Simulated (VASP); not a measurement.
Wanted: the native input for a VASP 6.6.1 run.

- Task: relaxation of cell and atoms
- Functional: PBEsol
- Potentials or basis: VASP PAW PBE potentials, release 64 (Ag)
- Cutoff: 600 eV
- k mesh: 14 × 14 × 14
- Occupations: gaussian, width 0.1 eV
- Spin: no spin polarisation
- Dipole correction: no
- Further INCAR settings: ALGO = Normal; EDIFF = 1e-07; IBRION = 2; EDIFFG = -0.002; NSW = 100; ISIF = 3

The structure of Ag lies in POSCAR:

```
Ag
1.0
    0.0000000000      2.0675000000      2.0675000000
    2.0675000000      0.0000000000      2.0675000000
    2.0675000000      2.0675000000      0.0000000000
Ag
1
Direct
    0.0000000000      0.0000000000      0.0000000000
```

These files were run (other wordings do the same):

INCAR

```
SYSTEM = Ag
PREC = Accurate
ENCUT = 600
EDIFF = 1E-7
ISMEAR = 0
SIGMA = 0.1
LREAL = .False.
LASPH = .True.
NELM = 60
ALGO = Normal
ISIF = 3
LWAVE = .False.
LCHARG = .False.
GGA = PS
IBRION = 2
NSW = 100
EDIFFG = -0.002
```

KPOINTS

```
regular mesh
0
Gamma
  14 14 14
  0 0 0
```

Potentials or basis: VASP PAW PBE potentials, release 64 (Ag).

Command:

```sh
$ cat potpaw_PBE.64/Ag/POTCAR > POTCAR
$ mpirun -np 1 vasp_std > vasp.out
```

Results of the run:

```json
{
 "Relaxed volume": "16.62 Å³/atom",
 "Relaxed cell": "a = 2.864 Å, b = 2.864 Å, c = 2.864 Å, α = 60.00°, β = 60.00°, γ = 60.00°",
 "Space group after relaxing (to 0.05 Å)": "Fm-3m (No. 225)",
 "Energy gained by relaxing": "21.7 meV/atom",
 "Ionic steps": "6",
 "Pressure after relaxing": "0.0 GPa"
}
```

Caveat: the PAW data sets were made with another functional, which shifts forces and pressure a little.

Wall time 19 s on 1 thread of Intel(R) Xeon(R) 6975P-C (Granite Rapids), on a shared host, peak memory 0.16 GiB.
